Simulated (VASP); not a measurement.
# Al3Cu (Pm-3m) in VASP: notebook, part 2 of 2

VASP 6.6.1.

### Step 4. Single point, r2SCAN (volume scaled by 1.06)

File POSCAR:

```
Al3Cu
1.0
    3.9653973066      0.0000000000      0.0000000000
    0.0000000000      3.9653973066      0.0000000000
    0.0000000000      0.0000000000      3.9653973066
Al Cu
3 1
Direct
    0.0000000000      0.5000000000      0.5000000000
    0.5000000000      0.0000000000      0.5000000000
    0.5000000000      0.5000000000      0.0000000000
    0.0000000000      0.0000000000      0.0000000000
```

File INCAR.step1:

```
ALGO     = Normal         # electronic algorithm
EDIFF    = 1E-4           # SCF threshold, eV
ENCUT    = 520            # plane-wave cutoff, eV
GGA      = PE             # functional
ISMEAR   = 0              # smearing method
LASPH    = True           # aspherical terms in the spheres
LCHARG   = False          # write CHGCAR
LREAL    = False          # projectors in reciprocal space
LWAVE    = True           # write WAVECAR
NBANDS   = 18             # bands
NELM     = 80             # most SCF steps
PREC     = Accurate       # precision mode
SIGMA    = 0.1            # smearing width, eV
```

File INCAR.step2:

```
ALGO     = Normal         # electronic algorithm
EDIFF    = 1E-6           # SCF threshold, eV
ENCUT    = 520            # plane-wave cutoff, eV
ISIF     = 2              # what is computed and relaxed
ISMEAR   = 0              # smearing method
ISTART   = 1            
LASPH    = True           # aspherical terms in the spheres
LCHARG   = False          # write CHGCAR
LMIXTAU  = True         
LREAL    = False          # projectors in reciprocal space
LWAVE    = False          # write WAVECAR
METAGGA  = R2SCAN         # meta-GGA
NBANDS   = 18             # bands
NELM     = 80             # most SCF steps
PREC     = Accurate       # precision mode
SIGMA    = 0.1            # smearing width, eV
```

File KPOINTS:

```
k-points
0
Gamma
  12 12 12
```

Potentials or basis: VASP PAW PBE potentials, release 64 (Al, Cu).

Started as:

```
> cat potpaw_PBE.64/Al/POTCAR potpaw_PBE.64/Cu/POTCAR > POTCAR
> cp INCAR.step1 INCAR
> mpirun -np 1 vasp_std > vasp.out
> cp INCAR.step2 INCAR
> mpirun -np 1 vasp_std > vasp.out
```

OUTCAR:

```text
EDIFF = 1E-6
   ENCUT = 520
   ISIF = 2
   ISMEAR = 0
   ISTART = 1
   LASPH = True
   LREAL = False
   METAGGA = R2SCAN
   NELM = 80
   PREC = Accurate

 ion  position               nearest neighbor table
   1  0.000  0.500  0.500-   2 2.80   3 2.80   4 2.80   3 2.80   4 2.80   2 2.80   4 2.80   4 2.80
                             2 2.80   3 2.80   3 2.80   2 2.80
   2  0.500  0.000  0.500-   1 2.80   3 2.80   4 2.80   3 2.80   4 2.80   1 2.80   3 2.80   3 2.80
                             1 2.80   4 2.80   4 2.80   1 2.80
   3  0.500  0.500  0.000-   1 2.80   2 2.80   4 2.80   1 2.80   2 2.80   2 2.80   4 2.80   2 2.80
                             1 2.80   4 2.80   1 2.80   4 2.80
   4  0.000  0.000  0.000-   1 2.80   2 2.80   3 2.80   1 2.80   2 2.80   1 2.80   3 2.80   1 2.80
                             2 2.80   3 2.80   2 2.80   3 2.80

  LATTYP: Found a simple cubic cell.
 ALAT       =     3.9653973066

  Lattice vectors:

 A1 = (   3.9653973066,   0.0000000000,   0.0000000000)
 A2 = (   0.0000000000,   3.9653973066,   0.0000000000)
 A3 = (   0.0000000000,   0.0000000000,   3.9653973066)

Analysis of symmetry for initial positions (statically):
[... 181 lines left out ...]
 cond. band min:       7.9003154086   @ k =   0.2500   0.2500   0.0833
 fundamental gap:      0.0663881280
 Fermi energy:         7.8630329531

 k-point     1 :       0.0000    0.0000    0.0000
  band No.  band energies     occupation
      1      -3.6810      2.00000
      2       3.5711      2.00000
      3       3.5711      2.00000
      4       4.2863      2.00000
      5       4.2863      2.00000
      6       4.2863      2.00000
[... 481 lines left out ...]
      5       4.0181      2.00000
      6       4.1067      2.00000
[... 10 lines left out ...]
     17      14.9989      0.00000
     18      15.3573      0.00000

 [... further k-points ...]

------------------------ aborting loop because EDIFF is reached ----------------------------------------

  FORCE on cell =-STRESS in cart. coord.  units (eV):
  Direction    XX          YY          ZZ          XY          YZ          ZX
  --------------------------------------------------------------------------------------
  -------------------------------------------------------------------------------------
  Total       -2.1621634     -2.1621634     -2.1621634      0.0000000      0.0000000      0.0000000
  in kB      -55.5570250    -55.5570250    -55.5570250      0.0000000      0.0000000      0.0000000
  external PRESSURE =     -55.5570250 kB  Pullay stress =       0.0000000 kB

 VOLUME and BASIS-vectors are now :
 -----------------------------------------------------------------------------
  energy-cutoff  :      520.00
  volume of cell :       62.35
      direct lattice vectors                 reciprocal lattice vectors
     3.965397307  0.000000000  0.000000000     0.252181540  0.000000000  0.000000000
     0.000000000  3.965397307  0.000000000     0.000000000  0.252181540  0.000000000
     0.000000000  0.000000000  3.965397307     0.000000000  0.000000000  0.252181540

 POSITION                                       TOTAL-FORCE (eV/Angst)
 -----------------------------------------------------------------------------------
      0.00000      1.98270      1.98270         0.000000      0.000000      0.000000
      1.98270      0.00000      1.98270         0.000000      0.000000      0.000000
      1.98270      1.98270      0.00000         0.000000      0.000000      0.000000
      0.00000      0.00000      0.00000         0.000000      0.000000      0.000000
 -----------------------------------------------------------------------------------
    total drift:                                0.000000     -0.000000     -0.000000

  FREE ENERGIE OF THE ION-ELECTRON SYSTEM (eV)
  ---------------------------------------------------
  free  energy   TOTEN  =       -31.1019998760 eV

  energy  without entropy=      -31.0971960494  energy(sigma->0) =      -31.09959796
```

Wall time 3.8 min (1 thread of Intel Xeon Platinum 8488C (Sapphire Rapids), shared host); peak memory 0.23 GiB.

What came out:

```
Free energy            : -31.1020 eV
Pressure               : -5.6 GPa
Band gap on the k mesh : zero (band 10 reaches 10.16 eV, above the bottom of band 11 at 5.92 eV)
```

Caveat: the PAW data sets were made with another functional, which shifts forces and pressure a little.

### Step 5. Single point, r2SCAN (volume scaled by 1.10)

File POSCAR:

```
Al3Cu
1.0
    4.0146619405      0.0000000000      0.0000000000
    0.0000000000      4.0146619405      0.0000000000
    0.0000000000      0.0000000000      4.0146619405
Al Cu
3 1
Direct
    0.0000000000      0.5000000000      0.5000000000
    0.5000000000      0.0000000000      0.5000000000
    0.5000000000      0.5000000000      0.0000000000
    0.0000000000      0.0000000000      0.0000000000
```

File INCAR.step1:

```
SYSTEM = Al3Cu
PREC = Accurate ; ENCUT = 520
ISMEAR = 0 ; SIGMA = 0.1
LREAL = .FALSE. ; LASPH = .TRUE.
NELM = 80 ; NBANDS = 18
GGA = PE ; ALGO = Normal
EDIFF = 1E-4 ; LWAVE = .TRUE.
LCHARG = .FALSE.
```

File INCAR.step2:

```
SYSTEM = Al3Cu
PREC = Accurate ; ENCUT = 520
EDIFF = 1E-6 ; ISMEAR = 0
SIGMA = 0.1 ; LREAL = .FALSE.
LASPH = .TRUE. ; NELM = 80
ALGO = Normal ; ISIF = 2
LWAVE = .FALSE. ; LCHARG = .FALSE.
METAGGA = R2SCAN ; LMIXTAU = .TRUE.
NBANDS = 18 ; ISTART = 1
```

File KPOINTS:

```
regular mesh
0
G
  12 12 12
  0 0 0
```

Potentials or basis: VASP PAW PBE potentials, release 64 (Al, Cu).

Started as:

```
> cat potpaw_PBE.64/Al/POTCAR potpaw_PBE.64/Cu/POTCAR > POTCAR
> cp INCAR.step1 INCAR
> mpirun -np 1 vasp_std > vasp.out
> cp INCAR.step2 INCAR
> mpirun -np 1 vasp_std > vasp.out
```

OUTCAR:

```text
SYSTEM = Al3Cu
   PREC = Accurate
   ENCUT = 520
   EDIFF = 1E-6
   ISMEAR = 0
   LREAL = .FALSE.
   LASPH = .TRUE.
   NELM = 80
   ISIF = 2
   METAGGA = R2SCAN
   ISTART = 1

 ion  position               nearest neighbor table
   1  0.000  0.500  0.500-   2 2.84   3 2.84   4 2.84   3 2.84   4 2.84   2 2.84   4 2.84   4 2.84
                             2 2.84   3 2.84   3 2.84   2 2.84
   2  0.500  0.000  0.500-   1 2.84   3 2.84   4 2.84   3 2.84   4 2.84   1 2.84   3 2.84   3 2.84
                             1 2.84   4 2.84   4 2.84   1 2.84
   3  0.500  0.500  0.000-   1 2.84   2 2.84   4 2.84   1 2.84   2 2.84   2 2.84   4 2.84   2 2.84
                             1 2.84   4 2.84   1 2.84   4 2.84
   4  0.000  0.000  0.000-   1 2.84   2 2.84   3 2.84   1 2.84   2 2.84   1 2.84   3 2.84   1 2.84
                             2 2.84   3 2.84   2 2.84   3 2.84

  LATTYP: Found a simple cubic cell.
 ALAT       =     4.0146619405

  Lattice vectors:

 A1 = (   4.0146619405,   0.0000000000,   0.0000000000)
 A2 = (   0.0000000000,   4.0146619405,   0.0000000000)
 A3 = (   0.0000000000,   0.0000000000,   4.0146619405)

Analysis of symmetry for initial positions (statically):
=====================================================================
 Subroutine PRICEL returns:
 Original cell was already a primitive cell.

 Routine SETGRP: Setting up the symmetry group for a
 simple cubic supercell.

 Subroutine GETGRP returns: Found 48 space group operations
[... 9 lines left out ...]

 Routine SETGRP: Setting up the symmetry group for a
 simple cubic supercell.

 Subroutine GETGRP returns: Found 48 space group operations
[... 11 lines left out ...]
                                     Primitive cell

  volume of cell :      64.7064

  direct lattice vectors                    reciprocal lattice vectors
     4.014661940  0.000000000  0.000000000     0.249086975  0.000000000  0.000000000
     0.000000000  4.014661940  0.000000000     0.000000000  0.249086975  0.000000000
     0.000000000  0.000000000  4.014661940     0.000000000  0.000000000  0.249086975

  length of vectors
     4.014661940  4.014661940  4.014661940     0.249086975  0.249086975  0.249086975

  position of ions in fractional coordinates (direct lattice)
     0.000000000  0.500000000  0.500000000
     0.500000000  0.000000000  0.500000000
     0.500000000  0.500000000  0.000000000
     0.000000000  0.000000000  0.000000000

  ion indices of the primitive-cell ions
   primitive index   ion index
                 1           1
                 2           2
                 3           3
                 4           4

----------------------------------------------------------------------------------------

 KPOINTS: regular mesh

Automatic generation of k-mesh.
 Grid dimensions read from file:
 generate k-points for:   12   12   12

 Generating k-lattice:

  Cartesian coordinates                     Fractional coordinates (reciprocal lattice)
     0.020757248  0.000000000  0.000000000     0.083333333  0.000000000  0.000000000
     0.000000000  0.020757248  0.000000000     0.000000000  0.083333333  0.000000000
     0.000000000  0.000000000  0.020757248     0.000000000  0.000000000  0.083333333

  Length of vectors
     0.020757248  0.020757248  0.020757248

  Shift w.r.t. Gamma in fractional coordinates (k-lattice)
     0.000000000  0.000000000  0.000000000

 Subroutine IBZKPT returns following result:
 ===========================================

 Found     84 irreducible k-points:

 Following reciprocal coordinates:
            Coordinates               Weight
  0.000000  0.000000  0.000000      1.000000
  0.083333  0.000000  0.000000      6.000000
  0.166667  0.000000  0.000000      6.000000
  0.250000  0.000000  0.000000      6.000000
  0.333333  0.000000  0.000000      6.000000
  0.416667  0.000000  0.000000      6.000000
[... 16 lines left out ...]
  0.333333  0.333333  0.000000     12.000000
  0.416667  0.333333  0.000000     24.000000
 [... further k-points ...]
   k-points           NKPTS =     84   k-points in BZ     NKDIM =     84   number of bands    NBANDS=     18
   number of dos      NEDOS =    301   number of ions     NIONS =      4
   total plane-waves  NPLWV =  27000
   dimension x,y,z NGX =    30 NGY =   30 NGZ =   30
   dimension x,y,z NGXF=    60 NGYF=   60 NGZF=   60
   ions per type =               3   1
   NGX,Y,Z   is equivalent  to a cutoff of  12.42, 12.42, 12.42 a.u.
   NGXF,Y,Z  is equivalent  to a cutoff of  24.85, 24.85, 24.85 a.u.
 SYSTEM =  Al3Cu
   PREC   = accura    normal or accurate (medium, high low for compatibility)
   ISTART =      1    job   : 0-new  1-cont  2-samecut
   ICHARG =      0    charge: 1-file 2-atom 10-const
   ISPIN  =      1    spin polarized calculation?
   LNONCOLLINEAR =      F non collinear calculations
   LSORBIT =      F    spin-orbit coupling
   LASPH  =      T    aspherical Exc in radial PAW
   ENCUT  =  520.0 eV  38.22 Ry    6.18 a.u.   7.46  7.46  7.46*2*pi/ulx,y,z
   NELM   =     80;   NELMIN=  2; NELMDL=  0     # of ELM steps
   EDIFF  = 0.1E-05   stopping-criterion for ELM
   LREAL  =      F    real-space projection
   EDIFFG = 0.1E-04   stopping-criterion for IOM
   NSW    =      0    number of steps for IOM
   IBRION =     -1    ionic relax: 0-MD 1-quasi-New 2-CG
   NFREE  =      0    steps in history (QN), initial steepest desc. (CG)
   ISIF   =      2    stress and relaxation
   ISYM   =      2    0-nonsym 1-usesym 2-fastsym
   POTIM  = 0.5000    time-step for ionic-motion
   TEBEG  =    0.0;   TEEND  =   0.0 temperature during run
   PSTRESS=    0.0 pullay stress
   NELECT =      20.0000    total number of electrons
   NUPDOWN=      -1.0000    fix difference up-down
   EMIN   =  10.00;   EMAX   =-10.00  energy-range for DOS
   EFERMI =   0.00;   METHOD = LEGACY
   ISMEAR =     0;   SIGMA  =   0.10  broadening in eV -4-tet -1-fermi 0-gaus
   EFERMI_NEDOS =   21; number of points for ismear=-14 and -15
   IALGO  =     38    algorithm
   IMIX   =      4    mixing-type and parameters
     AMIX     =   0.40;   BMIX     =  1.00
     AMIX_MAG =   1.60;   BMIX_MAG =  1.00
  volume/ion in A,a.u.               =      16.18       109.17
  Fermi-wavevector in a.u.,A,eV,Ry     =   1.106885  2.091709 16.669783  1.225194
  Thomas-Fermi vector in A             =   2.243392
   LORBIT       =      0    0 simple, 1 ext, 2 COOP (PROOUT), +10 PAW based schemes
   METAGGA = R2SCAN    functional components
   LHFCALC =     F    Hartree Fock is set to
   AEXX    =    0.0000 exact exchange contribution
   IVDW    =     0    specifies the selected vdW correction
   LEPSILON=     F    determine dielectric tensor
   LRPA    =     F    only Hartree local field effects (RPA)
 non-spin polarized calculation
 Gauss-broadening in eV      SIGMA  =   0.10
  energy-cutoff  :      520.00
  volume of cell :       64.71
 maximum number of plane-waves:      1777
 NGX is ok and might be reduce to    30
   NGX = 15   NGY = 15   NGZ = 15

 number of electron      20.0000014 magnetization

 Free energy of the ion-electron system (eV)
  ---------------------------------------------------
  ext. energy  EPLUGINS =         0.00000000
  ---------------------------------------------------
  free energy    TOTEN  =       -30.99979288 eV

  energy without entropy =      -30.99460551  energy(sigma->0) =      -30.99719919

 E-fermi :   7.4801     XC(G=0): -11.2403

 val. band max:        7.4720066334   @ k =   0.3333   0.1667   0.0000
 cond. band min:       7.5122426554   @ k =   0.2500   0.2500   0.0833
 fundamental gap:      0.0402360220
 Fermi energy:         7.4801082508

 k-point     1 :       0.0000    0.0000    0.0000
  band No.  band energies     occupation
      1      -3.8052      2.00000
      2       3.3350      2.00000
      3       3.3350      2.00000
      4       4.0234      2.00000
      5       4.0234      2.00000
      6       4.0234      2.00000
[... 10 lines left out ...]
     17      14.5921      0.00000
     18      14.5921      0.00000

 k-point     2 :       0.0833    0.0000    0.0000
  band No.  band energies     occupation
      1      -3.7374      2.00000
      2       3.1749      2.00000
      3       3.3503      2.00000
      4       3.9767      2.00000
      5       3.9767      2.00000
      6       4.0254      2.00000
[... 10 lines left out ...]
     17      14.5349      0.00000
     18      14.6966      0.00000
[... 442 lines left out ...]
 k-point    24 :       0.4167    0.3333    0.0000
  band No.  band energies     occupation
      1      -1.1277      2.00000
      2       0.5387      2.00000
      3       1.8824      2.00000
      4       3.1327      2.00000
      5       3.7660      2.00000
      6       3.8511      2.00000
[... 10 lines left out ...]
     17      14.4118      0.00000
     18      14.7609      0.00000

 [... further k-points ...]
[... 5 lines left out ...]
  --------------------------------------------------------------------------------------
  -------------------------------------------------------------------------------------
  Total       -3.3478106     -3.3478106     -3.3478106      0.0000000     -0.0000000      0.0000000
  in kB      -82.8942708    -82.8942708    -82.8942708      0.0000000     -0.0000000      0.0000000
  external PRESSURE =     -82.8942708 kB  Pullay stress =       0.0000000 kB

 VOLUME and BASIS-vectors are now :
 -----------------------------------------------------------------------------
  energy-cutoff  :      520.00
  volume of cell :       64.71
      direct lattice vectors                 reciprocal lattice vectors
     4.014661940  0.000000000  0.000000000     0.249086975  0.000000000  0.000000000
     0.000000000  4.014661940  0.000000000     0.000000000  0.249086975  0.000000000
     0.000000000  0.000000000  4.014661940     0.000000000  0.000000000  0.249086975

 POSITION                                       TOTAL-FORCE (eV/Angst)
 -----------------------------------------------------------------------------------
      0.00000      2.00733      2.00733         0.000000      0.000000      0.000000
      2.00733      0.00000      2.00733         0.000000      0.000000      0.000000
      2.00733      2.00733      0.00000         0.000000      0.000000      0.000000
      0.00000      0.00000      0.00000         0.000000      0.000000      0.000000
 -----------------------------------------------------------------------------------
    total drift:                               -0.000000     -0.000000     -0.000000

  FREE ENERGIE OF THE ION-ELECTRON SYSTEM (eV)
  ---------------------------------------------------
  free  energy   TOTEN  =       -30.9997928811 eV

  energy  without entropy=      -30.9946055073  energy(sigma->0) =      -30.99719919
```

Wall time 8 min (1 thread of AMD EPYC 7R43 (Zen 3), shared host); peak memory 0.19 GiB.

What came out:

```yaml
Free_energy: -30.9998 eV
Pressure: -8.3 GPa
Band_gap_on_the_k_mesh: zero (band 10 reaches 9.79 eV, above the bottom of band 11 at 5.53 eV)
```

Levels at points of the mesh, in eV from the Fermi level:
```
           k point  band 6  band 7  band 8  band 9  band 10  band 11  band 12  band 13  band 14  band 15
(0.00, 0.00, 0.00)   -3.46   -2.44   -2.44   -2.44    -0.47     0.38     0.38     6.43     6.43     6.43
(0.50, 0.00, 0.00)   -3.43   -3.27    0.25    0.25     0.29     0.29     0.82     1.84     2.28     3.29
(0.50, 0.50, 0.00)   -3.68   -3.27   -3.20   -2.99     1.36     2.90     2.90     3.46     3.81     3.81
(0.50, 0.50, 0.50)   -4.00   -4.00   -3.26   -3.26    -2.32    -1.95    -1.95    -1.95    12.43    12.43
```

Caveat: the PAW data sets were made with another functional, which shifts forces and pressure a little.

### Step 6. Overview

```tsv
cell	gap on the mesh (eV)	pressure (GPa)
a = 3.889 Å, 4 atoms	none	-0.1
a = 3.928 Å, 4 atoms	none	-3.1
a = 3.965 Å, 4 atoms	none	-5.6
a = 4.015 Å, 4 atoms	none	-8.3
```

Alike in all rows: task single point; level r2SCAN; potentials or basis VASP PAW PBE potentials, release 64 (Al, Cu); no spin polarisation; k mesh 12 × 12 × 12; cutoff (eV) 520; smearing gaussian 0.1 eV.

Caveats: the PAW data sets were made with another functional, which shifts forces and pressure a little.

Total energies depend on the potentials used, so only differences within one code and one set of settings carry meaning.
